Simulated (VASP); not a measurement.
Runs of VASP 6.6.1 on Al3GaAs4. The structure is that of space group P-4m2 (No. 115), or close to it. The cells are those of the table. 

```csv
task,cell,k mesh,cutoff (eV),smearing,gap on the mesh (eV),pressure (GPa),largest force (eV/Å)
single point,"a = 3.846, b = 3.846, c = 10.878 Å, 8 atoms",4 × 4 × 2,520,gaussian 0.1 eV,1.17,15.1,0.12
relaxation of cell and atoms,"relaxed from a = 3.846, b = 3.846, c = 10.878 Å, 8 atoms",4 × 4 × 2,600,gaussian 0.1 eV,(a),0.0,0.04
single point,"a = 4.074, b = 4.074, c = 11.341 Å, 8 atoms",4 × 4 × 2,520,gaussian 0.1 eV,1.23,(b),0.01
single point,"a = 4.055, b = 4.055, c = 11.456 Å, 8 atoms",8 × 8 × 4,520,gaussian 0.02 eV,1.27,0.2,-
```

Alike in all rows: level PBE; potentials or basis VASP PAW PBE potentials, release 64 (Al, Ga_d, As); no spin polarisation.

Estimate the missing entries.

(a) 1.21; (b) 0.3.

Caveats: the cell stands under pressure (at least some runs).

A k mesh can miss the band edges, and the runs leave out spin-orbit coupling on As, Ga.
